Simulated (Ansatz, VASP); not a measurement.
**One calculation of MgBe3S4, two programs**

File POSCAR:

```
MgBe3S4
1.0
    5.0791645406      0.0000000000      0.0000000000
    0.0000000000      5.0791645406      0.0000000000
    0.0000000000      0.0000000000      5.0791645406
Be S Mg
3 4 1
Direct
    0.5000000000      0.0000000000      0.0000000000
    0.0000000000      0.5000000000      0.0000000000
    0.0000000000      0.0000000000      0.5000000000
    0.7677869986      0.2322130014      0.2322130014
    0.2322130014      0.7677869986      0.2322130014
    0.2322130014      0.2322130014      0.7677869986
    0.7677869986      0.7677869986      0.7677869986
    0.5000000000      0.5000000000      0.5000000000
```

INCAR.step1

```
SYSTEM = MgBe3S4
PREC = Accurate
ENCUT = 520
EDIFF = 1E-5
ISMEAR = 0
SIGMA = 0.01
LREAL = .False.
LASPH = .True.
NELM = 120
ALGO = Normal
ISIF = 2
LWAVE = .True.
LCHARG = .False.
GGA = PE
NBANDS = 26
GGA_COMPAT = .False.
```

The input INCAR.step2:

```
SYSTEM = MgBe3S4
PREC = Accurate
ENCUT = 520
EDIFF = 1E-6
ISMEAR = 0
SIGMA = 0.01
LREAL = .False.
LASPH = .True.
NELM = 120
ALGO = Normal
ISIF = 2
LWAVE = .False.
LCHARG = .False.
GGA = PE
LHFCALC = .True.
AEXX = 0.25
PRECFOCK = Normal
ISTART = 1
NBANDS = 26
GGA_COMPAT = .False.
```

The input KPOINTS:

```
regular mesh
0
Gamma
  4 4 4
  0 0 0
```

Input for Ansatz:

```yaml
crystal:
  lattice:
    - [5.0791645406, 0.0, 0.0]
    - [0.0, 5.0791645406, 0.0]
    - [0.0, 0.0, 5.0791645406]
  atoms:
    - { symbol: Be, position: [0.5, 0.0, 0.0] }
    - { symbol: S, position: [0.7677869986, 0.2322130014, 0.2322130014] }
    - { symbol: Be, position: [0.0, 0.5, 0.0] }
    - { symbol: S, position: [0.2322130014, 0.7677869986, 0.2322130014] }
    - { symbol: Be, position: [0.0, 0.0, 0.5] }
    - { symbol: S, position: [0.2322130014, 0.2322130014, 0.7677869986] }
    - { symbol: Mg, position: [0.5, 0.5, 0.5] }
    - { symbol: S, position: [0.7677869986, 0.7677869986, 0.7677869986] }
kpoints:
  mp_grid: { grid: [4, 4, 4] }
  band_path:
    path: [[0.0, 0.0, 0.0], [0.0, 0.5, 0.0], [0.5, 0.5, 0.0], [0.5, 0.5, 0.5]]
    npoints: 1
hamiltonian:
  xc: pbe0
scf:
  occupations: { method: fixed }
  n_extra_bands: 6
output:
  forces: true
  stress: true
  eigenvalues: true
```

Alike in both runs: task single point; functional PBE0; k mesh 4 × 4 × 4; no spin polarisation.

|  | VASP | Ansatz |
| --- | --- | --- |
| version | VASP 6.6.1 | Ansatz 0.2.0 |
| potentials or method | VASP PAW PBE potentials, release 64 (Be, S, Mg) | plane waves, PAW |
| plane-wave cutoff (eV) | 520 | 420 |
| occupations | gaussian, width 0.01 eV | fixed |
| valence electrons in the cell | 32 | 40 |

|  | VASP | Ansatz | Ansatz less VASP |
| --- | --- | --- | --- |
| gap on the k mesh at the Fermi level (eV) | 4.91 | 4.91 | -0.005 |
| pressure (GPa) | -0.8 | -0.6 | +0.13 |
| rms of the force components (eV/Å) | 0.020 | 0.021 | +0.0005 |

VASP's potentials hold 32 valence electrons a cell and Ansatz's 40, so a difference there can come from the potentials and not from the codes. Ansatz's warnings: stress exchange threshold loose, stress scf threshold loose.
